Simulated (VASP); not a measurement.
# CoSi (P2_13) in VASP: further runs, part 2 of 2

VASP 6.6.1.

## Step 3: Relaxation of cell and atoms, PBE

INCAR

```
SYSTEM = CoSi
PREC = Accurate ; ENCUT = 600
EDIFF = 1E-7 ; ISMEAR = 0
SIGMA = 0.1 ; LREAL = .FALSE.
LASPH = .TRUE. ; NELM = 120
ALGO = Normal ; ISIF = 3
LWAVE = .FALSE. ; LCHARG = .FALSE.
GGA = PE ; IBRION = 2
NSW = 100 ; EDIFFG = -0.01
GGA_COMPAT = .FALSE. ; NELMIN = 4
```

KPOINTS

```
regular mesh
0
G
  8 8 8
  0 0 0
```

POSCAR

```
CoSi
1.0
    4.4380002000      0.0000000000      0.0000000000
    0.0000000000      4.4380002000      0.0000000000
    0.0000000000      0.0000000000      4.4380002000
Co Si
4 4
Direct
    0.1399999900      0.1399999900      0.1399999900
    0.3600000100      0.8600000100      0.6399999900
    0.6399999900      0.3600000100      0.8600000100
    0.8600000100      0.6399999900      0.3600000100
    0.8429999900      0.8429999900      0.8429999900
    0.6570000100      0.1570000100      0.3429999900
    0.3429999900      0.6570000100      0.1570000100
    0.1570000100      0.3429999900      0.6570000100
```

Potentials or basis: VASP PAW PBE potentials, release 64 (Co, Si).

The run is started by

```
$ cat potpaw_PBE.64/Co/POTCAR potpaw_PBE.64/Si/POTCAR > POTCAR
$ mpirun -np 1 vasp_std > vasp.out
```

OUTCAR:

```text
SYSTEM = CoSi
   PREC = Accurate
   ENCUT = 600
   EDIFF = 1E-7
   ISMEAR = 0
   LREAL = .FALSE.
   LASPH = .TRUE.
   NELM = 120
   ISIF = 3
   GGA = PE
   IBRION = 2
   NSW = 100
   EDIFFG = -0.01
   NELMIN = 4

 ion  position               nearest neighbor table
   1  0.140  0.140  0.140-   5 2.28   6 2.33   7 2.33   8 2.33   7 2.47   8 2.47   6 2.47   3 2.72
                             4 2.72   2 2.72   2 2.72   4 2.72   3 2.72
   2  0.360  0.860  0.640-   6 2.28   5 2.33   7 2.33   8 2.33   7 2.47   8 2.47   5 2.47   1 2.72
                             1 2.72   3 2.72   3 2.72   4 2.72   4 2.72
   3  0.640  0.360  0.860-   7 2.28   6 2.33   5 2.33   8 2.33   8 2.47   6 2.47   5 2.47   1 2.72
                             4 2.72   2 2.72   2 2.72   4 2.72   1 2.72
   4  0.860  0.640  0.360-   8 2.28   6 2.33   7 2.33   5 2.33   6 2.47   5 2.47   7 2.47   1 2.72
                             3 2.72   2 2.72   1 2.72   2 2.72   3 2.72
   5  0.843  0.843  0.843-   1 2.28   2 2.33   3 2.33   4 2.33   3 2.47   4 2.47   2 2.47   6 2.75
                             7 2.75   8 2.75   6 2.75   8 2.75   7 2.75
   6  0.657  0.157  0.343-   2 2.28   1 2.33   3 2.33   4 2.33   3 2.47   4 2.47   1 2.47   8 2.75
                             5 2.75   5 2.75   7 2.75   7 2.75   8 2.75
   7  0.343  0.657  0.157-   3 2.28   2 2.33   1 2.33   4 2.33   4 2.47   2 2.47   1 2.47   8 2.75
                             5 2.75   8 2.75   6 2.75   6 2.75   5 2.75
   8  0.157  0.343  0.657-   4 2.28   2 2.33   3 2.33   1 2.33   2 2.47   1 2.47   3 2.47   7 2.75
                             5 2.75   7 2.75   5 2.75   6 2.75   6 2.75

  LATTYP: Found a simple cubic cell.
 ALAT       =     4.4380002000

  Lattice vectors:
[... 203 lines left out ...]
  in kB       -4.1021819     -4.1021819     -4.1021819      0.0000000     -0.0000000      0.0000000
  external PRESSURE =      -4.1021819 kB  Pullay stress =       0.0000000 kB
[... 239 lines left out ...]
--------------------------------------- Ionic step        7  -------------------------------------------

 number of electron      52.0000003 magnetization

 Free energy of the ion-electron system (eV)
  ---------------------------------------------------
  ext. energy  EPLUGINS =         0.00000000
  ---------------------------------------------------
  free energy    TOTEN  =       -54.75096740 eV

  energy without entropy =      -54.74411897  energy(sigma->0) =      -54.74754319

 E-fermi :  12.1346     XC(G=0): -12.8714

 val. band max:       12.1153898309   @ k =   0.5000   0.5000   0.3750
 cond. band min:      12.2540480027   @ k =   0.3750   0.3750   0.3750
 fundamental gap:      0.1386581718
 Fermi energy:        12.1346020564

 k-point     1 :       0.0000    0.0000    0.0000
  band No.  band energies     occupation
      1      -1.5581      2.00000
      2       3.9391      2.00000
      3       3.9391      2.00000
      4       3.9391      2.00000
      5       6.6396      2.00000
      6       6.6396      2.00000
[... 805 lines left out ...]
     30      14.1097      0.00000
     31      14.9625      0.00000

 [... further k-points ...]

------------------------ aborting loop because EDIFF is reached ----------------------------------------

  FORCE on cell =-STRESS in cart. coord.  units (eV):
  Direction    XX          YY          ZZ          XY          YZ          ZX
  --------------------------------------------------------------------------------------
  -------------------------------------------------------------------------------------
  Total        0.0109854      0.0109854      0.0109854      0.0000000      0.0000000      0.0000000
  in kB        0.2025137      0.2025137      0.2025137      0.0000000      0.0000000      0.0000000
  external PRESSURE =       0.2025137 kB  Pullay stress =       0.0000000 kB
[... 23 lines left out ...]
  FREE ENERGIE OF THE ION-ELECTRON SYSTEM (eV)
  ---------------------------------------------------
  free  energy   TOTEN  =       -54.7509674033 eV

  energy  without entropy=      -54.7441189713  energy(sigma->0) =      -54.74754319

 reached required accuracy - stopping structural energy minimisation
```

OSZICAR:

```text
N       E                     dE             d eps       ncg     rms          rms(c)
DAV:   1     0.377921494682E+03    0.37792E+03   -0.24832E+04  2790   0.216E+03
DAV:   2    -0.249842900618E+02   -0.40291E+03   -0.39362E+03  2790   0.429E+02
[... 71 lines left out ...]
       N       E                     dE             d eps       ncg     rms          rms(c)
DAV:   1    -0.547509866154E+02   -0.40090E-04   -0.21562E-03  2882   0.339E-01    0.430E-02
DAV:   2    -0.547510066042E+02   -0.19989E-04   -0.62161E-04  4200   0.302E-01    0.460E-02
DAV:   3    -0.547509681679E+02    0.38436E-04   -0.25708E-04  4128   0.197E-01    0.103E-02
DAV:   4    -0.547509673917E+02    0.77617E-06   -0.70917E-06  3991   0.264E-02    0.198E-03
DAV:   5    -0.547509674033E+02   -0.11639E-07   -0.15844E-07  2238   0.338E-03
   7 F= -.54750967E+02 E0= -.54747543E+02  d E =-.515280E-03
```

CONTCAR:

```text
CoSi
   1.00000000000000
     4.4295260278404927    0.0000000000000000    0.0000000000000000
     0.0000000000000000    4.4295260278404927   -0.0000000000000000
    -0.0000000000000000   -0.0000000000000000    4.4295260278404927
  Co              Si
     4     4
Direct
     0.1451058354903206    0.1451058354903206    0.1451058354903206
     0.3548941645096794    0.8548941645096794    0.6451058354903206
     0.6451058354903206    0.3548941645096794    0.8548941645096794
     0.8548941645096794    0.6451058354903206    0.3548941645096794
     0.8431831423648537    0.8431831423648537    0.8431831423648537
     0.6568168576351463    0.1568168576351464    0.3431831423648535
     0.3431831423648535    0.6568168576351463    0.1568168576351464
     0.1568168576351464    0.3431831423648535    0.6568168576351463

  0.00000000E+00  0.00000000E+00  0.00000000E+00
  0.00000000E+00  0.00000000E+00  0.00000000E+00
  0.00000000E+00  0.00000000E+00  0.00000000E+00
  0.00000000E+00  0.00000000E+00  0.00000000E+00
  0.00000000E+00  0.00000000E+00  0.00000000E+00
  0.00000000E+00  0.00000000E+00  0.00000000E+00
  0.00000000E+00  0.00000000E+00  0.00000000E+00
  0.00000000E+00  0.00000000E+00  0.00000000E+00
```

Run time: 6.7 min. Hardware: 1 thread of AMD EPYC 9R45 (Zen 5), shared host; peak memory 0.25 GiB.

Results:

```
Free energy                           : -54.7510 eV
Relaxed volume                        : 10.86 Å³/atom
Relaxed cell                          : a = 4.430 Å, b = 4.430 Å, c = 4.430 Å, α = 90.00°, β = 90.00°, γ = 90.00°
Space group after relaxing (to 0.1 Å) : P2_13 (No. 198)
Energy gained by relaxing             : 2.8 meV/atom
Ionic steps                           : 7
Pressure after relaxing               : 0.0 GPa
Band gap on the k mesh                : zero (bands 26 and 27 overlap by 0.21 eV)
```

Forces on the atoms (eV/Å):
```
Co  -0.001 -0.001 -0.001
Co   0.001  0.001 -0.001
Co  -0.001  0.001  0.001
Co   0.001 -0.001  0.001
Si   0.002  0.002  0.002
Si  -0.002 -0.002  0.002
Si   0.002 -0.002 -0.002
Si  -0.002  0.002 -0.002
```

The path:
```csv
step,energy change (eV),largest force (eV/Å),pressure (GPa),volume (Å³)
1,0.0000,0.2714,-0.41,87.41
2,-0.0123,0.1871,0.19,87.06
3,-0.0191,0.0794,1.14,86.56
4,-0.0181,0.0603,-1.66,87.55
5,-0.0217,0.0540,-0.15,87.00
6,-0.0222,0.0120,-0.01,86.93
7,-0.0222,0.0027,0.02,86.91
```

Final structure:
```xyz
8
Lattice="4.4295 0.0000 0.0000 0.0000 4.4295 0.0000 0.0000 0.0000 4.4295" Properties=species:S:1:pos:R:3 pbc="T T T"
Co    0.6427    0.6427    0.6427
Co    1.5720    3.7868    2.8575
Co    2.8575    1.5720    3.7868
Co    3.7868    2.8575    1.5720
Si    3.7349    3.7349    3.7349
Si    2.9094    0.6946    1.5201
Si    1.5201    2.9094    0.6946
Si    0.6946    1.5201    2.9094
```

Levels at points of the mesh, in eV from the Fermi level:
| k point | band 23 | band 24 | band 25 | band 26 | band 27 | band 28 | band 29 | band 30 |
| --- | --- | --- | --- | --- | --- | --- | --- | --- |
| (0.00, 0.00, 0.00) | -0.79 | -0.79 | -0.02 | -0.02 | -0.02 | 2.48 | 2.48 | 2.48 |
| (0.50, 0.00, 0.00) | -0.66 | -0.66 | -0.50 | -0.50 | 0.99 | 0.99 | 1.48 | 1.48 |
| (0.50, 0.50, 0.00) | -1.01 | -1.01 | -0.05 | -0.05 | 0.57 | 0.57 | 1.99 | 1.99 |
| (0.50, 0.50, 0.50) | -1.23 | -1.23 | -0.23 | -0.23 | -0.23 | -0.23 | 5.40 | 5.40 |

Caveat: the run has no spin polarisation, though such a crystal can be magnetic.

The gap in the log of VASP goes by the Fermi energy; the results here count the filled bands.